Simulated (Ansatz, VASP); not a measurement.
## CsPbBr3 in VASP and in Ansatz

The input INCAR:

```
PREC = Accurate
ENCUT = 500
EDIFF = 1E-6
ISMEAR = 0
SIGMA = 0.05
LREAL = F
LASPH = T
NELM = 120
ALGO = Normal
ISIF = 2
LWAVE = F
LCHARG = F
GGA = CA
NBANDS = 30
GGA_COMPAT = F
```

KPOINTS

```
Automatic mesh
0
Gamma
  6 6 6
```

Contents of POSCAR:

```
CsPbBr3
1.0
    5.8700000000      0.0000000000      0.0000000000
    0.0000000000      5.8700000000      0.0000000000
    0.0000000000      0.0000000000      5.8700000000
Cs Pb Br
1 1 3
Direct
    0.0000000000      0.0000000000      0.0000000000
    0.5000000000      0.5000000000      0.5000000000
    0.0000000000      0.5000000000      0.5000000000
    0.5000000000      0.0000000000      0.5000000000
    0.5000000000      0.5000000000      0.0000000000
```

Input for Ansatz:

```yaml
crystal:
  lattice:
    - [5.87, 0.0, 0.0]
    - [0.0, 5.87, 0.0]
    - [0.0, 0.0, 5.87]
  atoms:
    - { symbol: Cs, position: [0.0, 0.0, 0.0] }
    - { symbol: Pb, position: [0.5, 0.5, 0.5] }
    - { symbol: Br, position: [0.0, 0.5, 0.5] }
    - { symbol: Br, position: [0.5, 0.0, 0.5] }
    - { symbol: Br, position: [0.5, 0.5, 0.0] }
basis:
  ecutwfc: 420
kpoints:
  mp_grid: { grid: [6, 6, 6] }
hamiltonian:
  xc: lda
scf:
  occupations: { method: gaussian, width: 0.05 }
output:
  forces: true
  stress: true
  eigenvalues: true
```

Alike in both runs: task single point; functional LDA; k mesh 6 × 6 × 6; occupations gaussian, width 0.05 eV; no spin polarisation.

|  | VASP | Ansatz |
| --- | --- | --- |
| version | VASP 6.6.1 | Ansatz 0.2.0 |
| potentials or method | VASP PAW LDA potentials, release 64 (Cs_sv, Pb_d, Br), cutoff 500 eV | scalar-relativistic, plane waves, PAW |
| valence electrons in the cell | 44 | 44 |

VASP gave:

| Item | Value |
| --- | --- |
| gap on the k mesh at the Fermi level (eV) | 1.36 |
| least direct gap on the mesh (eV) | 1.36 |
| pressure (GPa) | -1.1 |

Problem. Estimate Ansatz's values.

Solution. gap on the k mesh at the Fermi level (eV): 1.39; least direct gap on the mesh (eV): 1.39; pressure (GPa): -1.2.

LDA's correlation is that of Perdew and Zunger in VASP and of Perdew and Wang (1992) in Ansatz.

Spin-orbit coupling is off throughout.
